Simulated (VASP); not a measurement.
# CdO (Fm-3m) in VASP: further runs, part 2 of 2

VASP 6.6.1.

## (3) Single point, LDA

This run uses another cell than the first one, of 13.16 Å³/atom.

Contents of INCAR:

```
PREC = Accurate
ENCUT = 700
EDIFF = 1E-6
ISMEAR = 0
SIGMA = 0.1
LREAL = F
LASPH = T
NELM = 120
ALGO = Normal
ISIF = 2
LWAVE = F
LCHARG = F
NBANDS = 20
GGA_COMPAT = F
```

Contents of KPOINTS:

```
Automatic mesh
0
Gamma
  6 6 6
```

Contents of POSCAR:

```
CdO
1.0
    0.0000000000      2.3609927700      2.3609927700
    2.3609927700      0.0000000000      2.3609927700
    2.3609927700      2.3609927700      0.0000000000
Cd O
1 1
Direct
    0.0000000000      0.0000000000      0.0000000000
    0.5000000000      0.5000000000      0.5000000000
```

Potentials or basis: VASP PAW LDA potentials, release 64 (Cd_sv_GW, O).

On the command line:

```sh
$ cat potpaw_LDA.64/Cd_sv_GW/POTCAR potpaw_LDA.64/O/POTCAR > POTCAR
$ mpirun -np 1 vasp_std > vasp.out
```

OUTCAR:

```text
PREC = Accurate
   ENCUT = 700
   EDIFF = 1E-6
   ISMEAR = 0
   LREAL = F
   LASPH = T
   NELM = 120
   ISIF = 2

 ion  position               nearest neighbor table
   1  0.000  0.000  0.000-
   2  0.500  0.500  0.500-

  LATTYP: Found a face centered cubic cell.
 ALAT       =     4.7219855400

  Lattice vectors:

 A1 = (   0.0000000000,   2.3609927700,   2.3609927700)
 A2 = (   2.3609927700,   0.0000000000,   2.3609927700)
 A3 = (   2.3609927700,   2.3609927700,   0.0000000000)

Analysis of symmetry for initial positions (statically):
=====================================================================
 Subroutine PRICEL returns:
 Original cell was already a primitive cell.

 Routine SETGRP: Setting up the symmetry group for a
 face centered cubic supercell.

 Subroutine GETGRP returns: Found 48 space group operations
 (whereof 48 operations were pure point group operations)
 out of a pool of 48 trial point group operations.

The static configuration has the point symmetry O_h .

Analysis of symmetry for dynamics (positions and initial velocities):
=====================================================================
 Subroutine PRICEL returns:
 Original cell was already a primitive cell.

 Routine SETGRP: Setting up the symmetry group for a
 face centered cubic supercell.

 Subroutine GETGRP returns: Found 48 space group operations
 (whereof 48 operations were pure point group operations)
 out of a pool of 48 trial point group operations.

The dynamic configuration has the point symmetry O_h .

 Subroutine INISYM returns: Found 48 space group operations
 (whereof 48 operations are pure point group operations),
[... 95 lines left out ...]
   POTIM  = 0.5000    time-step for ionic-motion
   TEBEG  =    0.0;   TEEND  =   0.0 temperature during run
   PSTRESS=    0.0 pullay stress
   NELECT =      26.0000    total number of electrons
   NUPDOWN=      -1.0000    fix difference up-down
   EMIN   =  10.00;   EMAX   =-10.00  energy-range for DOS
   EFERMI =   0.00;   METHOD = LEGACY
   ISMEAR =     0;   SIGMA  =   0.10  broadening in eV -4-tet -1-fermi 0-gaus
   EFERMI_NEDOS =   21; number of points for ismear=-14 and -15
   IALGO  =     38    algorithm
   IMIX   =      4    mixing-type and parameters
     AMIX     =   0.40;   BMIX     =  1.00
     AMIX_MAG =   1.60;   BMIX_MAG =  1.00
  volume/ion in A,a.u.               =      13.16        88.81
  Fermi-wavevector in a.u.,A,eV,Ry     =   1.630402  3.081013 36.167140  2.658210
  Thomas-Fermi vector in A             =   2.722709
   LORBIT       =      0    0 simple, 1 ext, 2 COOP (PROOUT), +10 PAW based schemes
   GGA     = CA    functional components
   LHFCALC =     F    Hartree Fock is set to
   AEXX    =    0.0000 exact exchange contribution
   IVDW    =     0    specifies the selected vdW correction
   LEPSILON=     F    determine dielectric tensor
   LRPA    =     F    only Hartree local field effects (RPA)
 non-spin polarized calculation
 Gauss-broadening in eV      SIGMA  =   0.10
  energy-cutoff  :      700.00
  volume of cell :       26.32
 maximum number of plane-waves:      1125
 NGX is ok and might be reduce to    30
   NGX = 15   NGY = 15   NGZ = 15

 number of electron      25.9999992 magnetization

 Free energy of the ion-electron system (eV)
  ---------------------------------------------------
  ext. energy  EPLUGINS =         0.00000000
  ---------------------------------------------------
  free energy    TOTEN  =        -9.38988453 eV

  energy without entropy =       -9.38862875  energy(sigma->0) =       -9.38925664

 E-fermi :   4.5471     XC(G=0): -12.3643

 val. band max:        4.4578328452   @ k =   0.5000   0.0000   0.0000
 cond. band min:       5.8808141855   @ k =   0.1667   0.0000   0.0000
 fundamental gap:      1.4229813404
 Fermi energy:         4.5470979463

 k-point     1 :       0.0000    0.0000    0.0000
  band No.  band energies     occupation
      1     -95.3056      2.00000
      2     -56.7059      2.00000
      3     -56.7059      2.00000
      4     -56.7059      2.00000
      5     -12.5471      2.00000
      6      -2.1827      2.00000
[... 357 lines left out ...]
     19      24.8988      0.00000
     20      28.3334      0.00000

------------------------ aborting loop because EDIFF is reached ----------------------------------------

  FORCE on cell =-STRESS in cart. coord.  units (eV):
  Direction    XX          YY          ZZ          XY          YZ          ZX
  --------------------------------------------------------------------------------------
  -------------------------------------------------------------------------------------
  Total       -1.2883566     -1.2883566     -1.2883566      0.0000000      0.0000000     -0.0000000
  in kB      -78.4210574    -78.4210574    -78.4210574      0.0000000      0.0000000     -0.0000000
  external PRESSURE =     -78.4210574 kB  Pullay stress =       0.0000000 kB

 VOLUME and BASIS-vectors are now :
 -----------------------------------------------------------------------------
  energy-cutoff  :      700.00
  volume of cell :       26.32
      direct lattice vectors                 reciprocal lattice vectors
     0.000000000  2.360992770  2.360992770    -0.211775320  0.211775320  0.211775320
     2.360992770  0.000000000  2.360992770     0.211775320 -0.211775320  0.211775320
     2.360992770  2.360992770  0.000000000     0.211775320  0.211775320 -0.211775320

 POSITION                                       TOTAL-FORCE (eV/Angst)
 -----------------------------------------------------------------------------------
      0.00000      0.00000      0.00000         0.000000     -0.000000     -0.000000
      2.36099      2.36099      2.36099        -0.000000      0.000000      0.000000
 -----------------------------------------------------------------------------------
    total drift:                                0.000000      0.000000      0.000000

  FREE ENERGIE OF THE ION-ELECTRON SYSTEM (eV)
  ---------------------------------------------------
  free  energy   TOTEN  =        -9.3898845313 eV

  energy  without entropy=       -9.3886287480  energy(sigma->0) =       -9.38925664
```

OSZICAR:

```text
N       E                     dE             d eps       ncg     rms          rms(c)
DAV:   1     0.517054561668E+03    0.51705E+03   -0.18261E+04   652   0.230E+03
DAV:   2     0.343438709439E+02   -0.48271E+03   -0.45221E+03   648   0.689E+02
DAV:   3    -0.989474483870E+01   -0.44239E+02   -0.43800E+02   964   0.250E+02
DAV:   4    -0.110322421345E+02   -0.11375E+01   -0.11368E+01   876   0.366E+01
DAV:   5    -0.110722716404E+02   -0.40030E-01   -0.40029E-01   896   0.656E+00    0.150E+01
DAV:   6    -0.948956508976E+01    0.15827E+01   -0.85120E+00   964   0.483E+01    0.163E+01
DAV:   7    -0.942557443212E+01    0.63991E-01   -0.84631E-01  1000   0.109E+01    0.993E+00
DAV:   8    -0.939881738611E+01    0.26757E-01   -0.20464E-01   820   0.502E+00    0.816E-01
DAV:   9    -0.939011203555E+01    0.87054E-02   -0.38140E-02   912   0.216E+00    0.203E-01
DAV:  10    -0.938989081833E+01    0.22122E-03   -0.25951E-03   760   0.510E-01    0.948E-02
DAV:  11    -0.938988408764E+01    0.67307E-05   -0.10317E-04   928   0.117E-01    0.112E-02
DAV:  12    -0.938988453133E+01   -0.44369E-06   -0.37248E-06   832   0.227E-02
   1 F= -.93898845E+01 E0= -.93892566E+01  d E =-.125578E-02
```

stdout:

```text
POSCAR found type information on POSCAR CdO
 POSCAR found :  2 types and       2 ions
 scaLAPACK will be used
 LDA part: xc-table for (Slater(with rela. corr.)+CA(PZ))
 , standard interpolation
 POSCAR, INCAR and KPOINTS ok, starting setup
 FFT: planning ... GRIDC
 FFT: planning ... GRID_SOFT
 FFT: planning ... GRID
 WAVECAR not read
 entering main loop
```

Wall time 20 s (1 thread of Intel Xeon Platinum 8375C at 2.90GHz (Ice Lake), shared host); peak memory 0.16 GiB.

Results:

```
Free energy            : -9.3899 eV
Pressure               : -7.8 GPa
Band gap on the k mesh : zero (bands 13 and 14 overlap by 0.52 eV)
```

Caveat: the k points lie up to 0.38 Å⁻¹ apart, too coarse for converged energies and pressures of a metal; semilocal functionals underestimate gaps, and a narrow one can read as zero.

The gap in the log of VASP goes by the Fermi energy; the results here count the filled bands.